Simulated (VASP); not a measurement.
Crystal: Os.

```
Os
1.0
     2.73410    0.00000    0.00000
    -1.36705    2.36780    0.00000
     0.00000    0.00000    4.31970
Os
2
Cartesian
  0.0000 1.5785 1.0799
  1.3671 0.7893 3.2398
```

```yaml
Program: VASP 6.6.1
Task: relaxation of cell and atoms
Functional: PBE
Potentials_or_basis: VASP PAW PBE potentials, release 64 (Os)
Cutoff: 600 eV
k_mesh: 18 × 18 × 10
Occupations: gaussian, width 0.05 eV
Spin: no spin polarisation
```

At the start: pressure 8.9 GPa; volume 13.98 Å³/atom.

Q: Where does the relaxation end?

A: Over 4 steps the energy falls by 7.9 meV/atom and the volume is 14.27 Å³/atom (+2.1 %); space group P6_3/mmc (No. 194, to 0.1 Å) before and after.

Step by step:
```
step  energy change (eV)  largest force (eV/Å)  pressure (GPa)  volume (Å³)
   1              0.0000                0.0000            8.86        27.96
   2              0.2498                0.0000          -29.11        31.21
   3             -0.0157                0.0000           -0.35        28.57
   4             -0.0158                0.0000           -0.01        28.55
```

Final structure:
```
Os
1.0
     2.75233    0.00000    0.00000
    -1.37617    2.38359    0.00000
     0.00000    0.00000    4.35180
Os
2
Direct
  0.33333 0.66667 0.25000
  0.66667 0.33333 0.75000
```
